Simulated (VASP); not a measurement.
CsSnI3: relaxation of cell and atoms with BLYP+D4

The system is CsSnI3.

```
CELL_PARAMETERS angstrom
6.20570 0.00000 0.00000
0.00000 6.20570 0.00000
0.00000 0.00000 6.20570
ATOMIC_POSITIONS crystal
Cs 0.00000 0.00000 0.00000
I 0.50000 0.50000 0.00000
I 0.50000 0.00000 0.50000
I 0.00000 0.50000 0.50000
Sn 0.50000 0.50000 0.50000
```

- Program: VASP 6.6.1
- Task: relaxation of cell and atoms
- Functional: BLYP
- Dispersion: D4
- Potentials or basis: VASP PAW PBE potentials, release 64 (Cs_sv, I, Sn_d)
- Cutoff: 600 eV
- k mesh: 5 × 5 × 5
- Occupations: fermi-dirac, width 0.05 eV
- Spin: no spin polarisation
- Dipole correction: no
- Further INCAR settings: ALGO = Normal; EDIFF = 1e-06; IBRION = 2; EDIFFG = -0.01; NSW = 60; ISIF = 3

- Relaxed volume: 48.90 Å³/atom
- Relaxed cell: a = 6.253 Å, b = 6.253 Å, c = 6.253 Å, α = 90.00°, β = 90.00°, γ = 90.00°
- Space group after relaxing (to 0.1 Å): Pm-3m (No. 221)
- Energy gained by relaxing: 1.6 meV/atom
- Ionic steps: 3
- Pressure after relaxing: 0.0 GPa
- Band gap on the k mesh: 1.83 eV
- Dispersion energy per atom: -0.474 eV

Step by step:
```
step  energy change (eV)  largest force (eV/Å)  pressure (GPa)  volume (Å³)
   1              0.0000                0.0000            0.42       238.99
   2             -0.0073                0.0000            0.10       243.34
   3             -0.0078                0.0000            0.02       244.52
```

Final structure:
```xyz
5
Lattice="6.2532 0.0000 0.0000 0.0000 6.2532 0.0000 0.0000 0.0000 6.2532" Properties=species:S:1:pos:R:3 pbc="T T T"
Cs    0.0000    0.0000    0.0000
I     3.1266    3.1266    0.0000
I     3.1266    0.0000    3.1266
I     0.0000    3.1266    3.1266
Sn    3.1266    3.1266    3.1266
```

Levels at points of the mesh, in eV from the valence-band top:
| k point | band 19 | band 20 | band 21 | band 22 | band 23 | band 24 | band 25 | band 26 |
| --- | --- | --- | --- | --- | --- | --- | --- | --- |
| (0.00, 0.00, 0.00) | -1.32 | -1.17 | -1.17 | -1.17 | 3.17 | 4.13 | 4.13 | 4.53 |

It took 7 min on 1 thread of Intel Xeon 8259CL (shared host), peak memory 0.42 GiB.

Caveat: the PAW data sets were made with another functional, which shifts forces and pressure a little; spin-orbit coupling is left out, which moves the levels of the heavy elements; an odd mesh through Γ misses points on the zone boundary, where band edges can lie. Zero-point motion and thermal expansion aren't in these numbers.
